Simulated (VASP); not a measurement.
Write the native input for VASP 6.6.1 that does the following.

| Property | Result |
| --- | --- |
| Task | single point |
| Functional | r2SCAN |
| Potentials or basis | VASP PAW PBE potentials, release 64 (La, O) |
| Cutoff | 520 eV |
| k mesh | 12 × 12 × 4 |
| Occupations | gaussian, width 0.01 eV |
| Spin | no spin polarisation |
| Dipole correction | no |
| Further INCAR settings | ALGO = Normal; EDIFF = 1e-07; NBANDS = 28 |

Crystal: La2O3.

```
CELL_PARAMETERS angstrom
3.93509 0.00000 0.00000
-1.96755 3.40789 0.00000
0.00000 0.00000 6.12623
ATOMIC_POSITIONS crystal
La 0.33333 0.66667 0.24616
La 0.66667 0.33333 0.75384
O 0.00000 0.00000 0.00000
O 0.33333 0.66667 0.64611
O 0.66667 0.33333 0.35389
```

One way to write it, as run:

POSCAR

```
La2O3
1.0
    3.9350930321      0.0000000000      0.0000000000
   -1.9675465161      3.4078905321      0.0000000000
    0.0000000000      0.0000000000      6.1262265997
La O
2 3
Direct
    0.3333333333      0.6666666667      0.2461581718
    0.6666666667      0.3333333333      0.7538418282
    0.0000000000      0.0000000000      0.0000000000
    0.3333333333      0.6666666667      0.6461107821
    0.6666666667      0.3333333333      0.3538892179
```

INCAR.step1

```
ALGO = Normal
EDIFF = 1E-4
ENCUT = 520
GGA = PE
ISMEAR = 0
LASPH = T
LCHARG = F
LREAL = F
LWAVE = T
NBANDS = 28
NELM = 80
PREC = Accurate
SIGMA = 0.01
```

INCAR.step2

```
ALGO = Normal
EDIFF = 1E-7
ENCUT = 520
ISIF = 2
ISMEAR = 0
ISTART = 1
LASPH = T
LCHARG = F
LMIXTAU = T
LREAL = F
LWAVE = F
METAGGA = R2SCAN
NBANDS = 28
NELM = 80
PREC = Accurate
SIGMA = 0.01
```

KPOINTS

```
k-points
0
Gamma
  12 12 4
```

Potentials or basis: VASP PAW PBE potentials, release 64 (La, O).

Launch:

```sh
$ cat potpaw_PBE.64/La/POTCAR potpaw_PBE.64/O/POTCAR > POTCAR
$ cp INCAR.step1 INCAR
$ mpirun -np 1 vasp_std > vasp.out
$ cp INCAR.step2 INCAR
$ mpirun -np 1 vasp_std > vasp.out
```

It gave:

```json
{
 "Pressure": "-0.4 GPa",
 "Largest force": "0.022 eV/Å",
 "Band gap on the k mesh": "4.24 eV (least direct gap 4.36 eV)"
}
```

Caveat: the PAW data sets were made with another functional, which shifts forces and pressure a little; spin-orbit coupling is left out, which moves the levels of the heavy elements.

Run time: 19 min on 1 thread of AMD EPYC 7R43 64-Core Processor (Zen 3), on a shared host, peak memory 0.28 GiB.
